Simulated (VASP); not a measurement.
# Zr8C in VASP: further runs

Zr8C is run at these levels: PBE; tasks: single point.

All numbers are computed with VASP 6.6.1; they aren't measurements. Logs are shortened: lines on timing, memory, paths and dates and some standing lists are left out, and cuts for length are marked.

**1. The cell of the first run**

The cell holds a slab with vacuum, 9 atoms: a = 6.466 Å, b = 5.169 Å, c = 18.977 Å, α = 90.00°, β = 90.00°, γ = 90.00°.

**2. Single point, PBE**

The input, INCAR:

```
PREC = Accurate
ENCUT = 520
EDIFF = 1E-7
ISMEAR = 0
SIGMA = 0.1
LREAL = False
LASPH = True
NELM = 60
ALGO = Normal
ISIF = 2
LWAVE = False
LCHARG = False
LDIPOL = True
IDIPOL = 3
DIPOL = 0.5 0.5 0.318
GGA = PE
NBANDS = 60
```

The input, KPOINTS:

```
regular mesh
0
Gamma
  4 5 1
```

The input, POSCAR:

```
Zr8C
1.0
    6.4655797184      0.0000000000      0.0000000000
    0.0000000000      5.1691196971      0.0000000000
    0.0000000000      0.0000000000     18.9770873264
Zr C
8 1
Direct
    0.0000000000      0.7500000000      0.2107805024
    0.5000000000      0.7500000000      0.2107805024
    0.2500000000      0.2500000000      0.2599569661
    0.7500000000      0.2500000000      0.2599569661
    0.2500000000      0.7500000000      0.3477072663
    0.7500000000      0.7500000000      0.3477072663
    0.0000000000      0.2500000000      0.3940060557
    0.5000000000      0.2500000000      0.3940060557
    0.1875000000      0.5000000000      0.4348212862
```

Potentials or basis: VASP PAW PBE potentials, release 64 (Zr_sv, C).

Started as:

```console
cat potpaw_PBE.64/Zr_sv/POTCAR potpaw_PBE.64/C/POTCAR > POTCAR
mpirun -np 1 vasp_std > vasp.out
```

OUTCAR:

```text
PREC = Accurate
   ENCUT = 520
   EDIFF = 1E-7
   ISMEAR = 0
   LREAL = False
   LASPH = True
   NELM = 60
   ISIF = 2
   GGA = PE

 ion  position               nearest neighbor table
   1  0.000  0.750  0.211-   5 3.06   6 3.06   3 3.19   4 3.19   3 3.19   4 3.19   2 3.23   2 3.23

   2  0.500  0.750  0.211-   5 3.06   6 3.06   3 3.19   4 3.19   3 3.19   4 3.19   1 3.23   1 3.23

   3  0.250  0.250  0.260-   7 3.01   8 3.01   5 3.07   5 3.07   1 3.19   1 3.19   2 3.19   2 3.19
                             4 3.23   4 3.23
   4  0.750  0.250  0.260-   7 3.01   8 3.01   6 3.07   6 3.07   1 3.19   1 3.19   2 3.19   2 3.19
                             3 3.23   3 3.23
   5  0.250  0.750  0.348-   9 2.14   2 3.06   1 3.06   3 3.07   3 3.07   7 3.17   8 3.17   7 3.17
                             8 3.17   6 3.23   6 3.23
   6  0.750  0.750  0.348-   1 3.06   2 3.06   4 3.07   4 3.07   8 3.17   7 3.17   7 3.17   8 3.17
                             5 3.23   5 3.23
   7  0.000  0.250  0.394-   9 1.93   4 3.01   3 3.01   6 3.17   5 3.17   5 3.17   6 3.17   8 3.23
                             8 3.23
   8  0.500  0.250  0.394-   9 2.52   4 3.01   3 3.01   6 3.17   5 3.17   5 3.17   6 3.17   7 3.23
                             7 3.23
   9  0.188  0.500  0.435-   7 1.93   5 2.14   8 2.52

  LATTYP: Found a simple orthorhombic cell.
 ALAT       =     5.1691196971
 B/A-ratio  =     1.2508086671
 C/A-ratio  =     3.6712416114

  Lattice vectors:

 A1 = (   0.0000000000,  -5.1691196971,   0.0000000000)
 A2 = (   6.4655797184,   0.0000000000,   0.0000000000)
 A3 = (   0.0000000000,   0.0000000000,  18.9770873264)

Analysis of symmetry for initial positions (statically):
=====================================================================
 Subroutine PRICEL returns:
 Original cell was already a primitive cell.

 Routine SETGRP: Setting up the symmetry group for a
 simple orthorhombic supercell.

 Subroutine GETGRP returns: Found  1 space group operations
 (whereof  1 operations were pure point group operations)
 out of a pool of  8 trial point group operations.

The static configuration has the point symmetry C_1 .

Analysis of symmetry for dynamics (positions and initial velocities):
=====================================================================
 Subroutine PRICEL returns:
 Original cell was already a primitive cell.

 Routine SETGRP: Setting up the symmetry group for a
 simple orthorhombic supercell.

 Subroutine GETGRP returns: Found  1 space group operations
 (whereof  1 operations were pure point group operations)
 out of a pool of  8 trial point group operations.

The dynamic configuration has the point symmetry C_1 .

 Subroutine INISYM returns: Found  1 space group operations
 (whereof  1 operations are pure point group operations),
 and found     1 'primitive' translations

----------------------------------------------------------------------------------------

                                     Primitive cell

  volume of cell :     634.2400

  direct lattice vectors                    reciprocal lattice vectors
     6.465579718  0.000000000  0.000000000     0.154665172  0.000000000  0.000000000
     0.000000000  5.169119697  0.000000000     0.000000000  0.193456538  0.000000000
     0.000000000  0.000000000 18.977087326     0.000000000  0.000000000  0.052695126

  length of vectors
     6.465579718  5.169119697 18.977087326     0.154665172  0.193456538  0.052695126

  position of ions in fractional coordinates (direct lattice)
     0.000000000  0.750000000  0.210780502
     0.500000000  0.750000000  0.210780502
     0.250000000  0.250000000  0.259956966
     0.750000000  0.250000000  0.259956966
     0.250000000  0.750000000  0.347707266
     0.750000000  0.750000000  0.347707266
     0.000000000  0.250000000  0.394006056
     0.500000000  0.250000000  0.394006056
     0.187500000  0.500000000  0.434821286

  ion indices of the primitive-cell ions
   primitive index   ion index
                 1           1
                 2           2
                 3           3
                 4           4
                 5           5
                 6           6
                 7           7
                 8           8
                 9           9

----------------------------------------------------------------------------------------

 KPOINTS: regular mesh

Automatic generation of k-mesh.
 Grid dimensions read from file:
 generate k-points for:    4    5    1

 Generating k-lattice:

  Cartesian coordinates                     Fractional coordinates (reciprocal lattice)
     0.038666293  0.000000000  0.000000000     0.250000000  0.000000000  0.000000000
     0.000000000  0.038691308  0.000000000     0.000000000  0.200000000  0.000000000
     0.000000000  0.000000000  0.052695126     0.000000000  0.000000000  1.000000000

  Length of vectors
     0.038666293  0.038691308  0.052695126

  Shift w.r.t. Gamma in fractional coordinates (k-lattice)
     0.000000000  0.000000000  0.000000000

 Subroutine IBZKPT returns following result:
 ===========================================

 Found     11 irreducible k-points:

 Following reciprocal coordinates:
            Coordinates               Weight
  0.000000  0.000000  0.000000      1.000000
  0.250000  0.000000  0.000000      2.000000
  0.500000  0.000000  0.000000      1.000000
  0.000000  0.200000  0.000000      2.000000
  0.250000  0.200000  0.000000      2.000000
 -0.250000  0.200000  0.000000      2.000000
  0.500000  0.200000  0.000000      2.000000
  0.000000  0.400000  0.000000      2.000000
  0.250000  0.400000  0.000000      2.000000
 -0.250000  0.400000  0.000000      2.000000
  0.500000  0.400000  0.000000      2.000000
   k-points           NKPTS =     11   k-points in BZ     NKDIM =     11   number of bands    NBANDS=     60
   number of dos      NEDOS =    301   number of ions     NIONS =      9
   total plane-waves  NPLWV = 276480
   dimension x,y,z NGX =    48 NGY =   40 NGZ =  144
   dimension x,y,z NGXF=    96 NGYF=   80 NGZF=  288
   ions per type =               8   1
   NGX,Y,Z   is equivalent  to a cutoff of  12.34, 12.86, 12.61 a.u.
   NGXF,Y,Z  is equivalent  to a cutoff of  24.68, 25.73, 25.23 a.u.
 SYSTEM =  unknown system
   PREC   = accura    normal or accurate (medium, high low for compatibility)
   ISTART =      0    job   : 0-new  1-cont  2-samecut
   ICHARG =      2    charge: 1-file 2-atom 10-const
   ISPIN  =      1    spin polarized calculation?
   LNONCOLLINEAR =      F non collinear calculations
   LSORBIT =      F    spin-orbit coupling
   LASPH  =      T    aspherical Exc in radial PAW
   ENCUT  =  520.0 eV  38.22 Ry    6.18 a.u.  12.02  9.61 35.28*2*pi/ulx,y,z
   NELM   =     60;   NELMIN=  2; NELMDL= -5     # of ELM steps
   EDIFF  = 0.1E-06   stopping-criterion for ELM
   LREAL  =      F    real-space projection
   EDIFFG = 0.1E-05   stopping-criterion for IOM
   NSW    =      0    number of steps for IOM
   IBRION =     -1    ionic relax: 0-MD 1-quasi-New 2-CG
   NFREE  =      0    steps in history (QN), initial steepest desc. (CG)
   ISIF   =      2    stress and relaxation
   ISYM   =      2    0-nonsym 1-usesym 2-fastsym
   POTIM  = 0.5000    time-step for ionic-motion
   TEBEG  =    0.0;   TEEND  =   0.0 temperature during run
   PSTRESS=    0.0 pullay stress
   NELECT =     100.0000    total number of electrons
   NUPDOWN=      -1.0000    fix difference up-down
   EMIN   =  10.00;   EMAX   =-10.00  energy-range for DOS
   EFERMI =   0.00;   METHOD = LEGACY
   ISMEAR =     0;   SIGMA  =   0.10  broadening in eV -4-tet -1-fermi 0-gaus
   EFERMI_NEDOS =   21; number of points for ismear=-14 and -15
   IALGO  =     38    algorithm
   IMIX   =      4    mixing-type and parameters
     AMIX     =   0.40;   BMIX     =  1.00
     AMIX_MAG =   1.60;   BMIX_MAG =  1.00
  volume/ion in A,a.u.               =      70.47       475.56
  Fermi-wavevector in a.u.,A,eV,Ry     =   0.884417  1.671305 10.642382  0.782193
  Thomas-Fermi vector in A             =   2.005314
   LORBIT       =      0    0 simple, 1 ext, 2 COOP (PROOUT), +10 PAW based schemes
   GGA     = PE    functional components
   LHFCALC =     F    Hartree Fock is set to
   AEXX    =    0.0000 exact exchange contribution
   IVDW    =     0    specifies the selected vdW correction
   LEPSILON=     F    determine dielectric tensor
   LRPA    =     F    only Hartree local field effects (RPA)
 non-spin polarized calculation
 Gauss-broadening in eV      SIGMA  =   0.10
  energy-cutoff  :      520.00
  volume of cell :      634.24
 maximum number of plane-waves:     17106
   NGX = 25   NGY = 19   NGZ = 71

 dipolmoment           0.000000      0.000000     -0.948007 electrons x Angstroem

 number of electron      99.9999999 magnetization

 number of electron     100.0000000 magnetization

 dipolmoment           0.000000      0.000000      0.121552 electrons x Angstroem

 Free energy of the ion-electron system (eV)
  ---------------------------------------------------
  ext. energy  EPLUGINS =         0.00000000
  ---------------------------------------------------
  free energy    TOTEN  =       -69.20118749 eV

  energy without entropy =      -69.12736458  energy(sigma->0) =      -69.16427604

 E-fermi :  -0.0313     XC(G=0):  -4.3513

 val. band max:       -0.0319997684   @ k =   0.5000   0.0000   0.0000
 cond. band min:      -0.0177843273   @ k =   0.5000   0.4000   0.0000
 fundamental gap:      0.0142154412
 Fermi energy:        -0.0312699307

 k-point     1 :       0.0000    0.0000    0.0000
  band No.  band energies     occupation
      1     -49.1722      2.00000
      2     -49.1068      2.00000
      3     -49.0377      2.00000
      4     -48.7187      2.00000
      5     -48.6465      2.00000
      6     -48.6065      2.00000
[... 682 lines left out ...]
     59       0.7387      0.00000
     60       0.7917      0.00000

------------------------ aborting loop because EDIFF is reached ----------------------------------------

 vacuum level on the upper side and lower side of the slab       (xc-potential included)         0.221        -0.467

  FORCE on cell =-STRESS in cart. coord.  units (eV):
  Direction    XX          YY          ZZ          XY          YZ          ZX
  --------------------------------------------------------------------------------------
  -------------------------------------------------------------------------------------
  Total       -1.2980922      3.6193472      2.3086124      3.1302946      1.3774596      0.9396119
  in kB       -3.2791593      9.1429683      5.8318720      7.9075541      3.4796523      2.3735888
  external PRESSURE =       3.8985604 kB  Pullay stress =       0.0000000 kB

 VOLUME and BASIS-vectors are now :
 -----------------------------------------------------------------------------
  energy-cutoff  :      520.00
  volume of cell :      634.24
      direct lattice vectors                 reciprocal lattice vectors
     6.465579718  0.000000000  0.000000000     0.154665172  0.000000000  0.000000000
     0.000000000  5.169119697  0.000000000     0.000000000  0.193456538  0.000000000
     0.000000000  0.000000000 18.977087326     0.000000000  0.000000000  0.052695126

 POSITION                                       TOTAL-FORCE (eV/Angst)
 -----------------------------------------------------------------------------------
      0.00000      3.87684      4.00000        -0.091222      0.048161      0.131867
      3.23279      3.87684      4.00000         0.145995     -0.158523     -0.066637
      1.61639      1.29228      4.93323         0.196623     -0.226739     -0.915398
      4.84918      1.29228      4.93323        -0.098239      0.043141     -0.279538
      1.61639      3.87684      6.59847         0.300790      0.184820      0.820741
      4.84918      3.87684      6.59847        -0.067895      0.015335     -0.303215
      0.00000      1.29228      7.47709        -1.505397     -1.576030      0.042483
      3.23279      1.29228      7.47709        -0.927030      0.762516      0.530256
      1.21230      2.58456      8.25164         2.046374      0.907319      0.039440
 -----------------------------------------------------------------------------------
    total drift:                               -0.000003      0.000064     -0.000157

  FREE ENERGIE OF THE ION-ELECTRON SYSTEM (eV)
  ---------------------------------------------------
  free  energy   TOTEN  =       -69.2011874947 eV

  energy  without entropy=      -69.1273645817  energy(sigma->0) =      -69.16427604

 vacuum level on the upper side and lower side of the slab         4.261         3.557
```

It took 23 min on 1 thread of Intel Xeon 6975P-C, shared host; peak memory 0.74 GiB.

Results:

```
Free energy            : -69.2012 eV
Largest force          : 2.239 eV/Å
Band gap on the k mesh : zero (band 50 reaches 0.07 eV, above the bottom of band 51 at -0.09 eV)
```

Forces on the atoms (eV/Å):
```
Zr  -0.091  0.048  0.132
Zr   0.146 -0.159 -0.067
Zr   0.197 -0.227 -0.915
Zr  -0.098  0.043 -0.280
Zr   0.301  0.185  0.821
Zr  -0.068  0.015 -0.303
Zr  -1.505 -1.576  0.042
Zr  -0.927  0.763  0.530
C    2.046  0.907  0.039
```

Levels at points of the mesh, in eV from the Fermi level:
```
           k point  band 46  band 47  band 48  band 49  band 50  band 51  band 52  band 53  band 54  band 55
(0.00, 0.00, 0.00)    -0.91    -0.87    -0.19    -0.04     0.10     0.47     0.56     0.69     0.74     0.81
(0.50, 0.00, 0.00)    -0.97    -0.66    -0.30    -0.23    -0.20    -0.06     0.00     0.05     0.31     0.50
```

(Continued in part 2 of 2.)
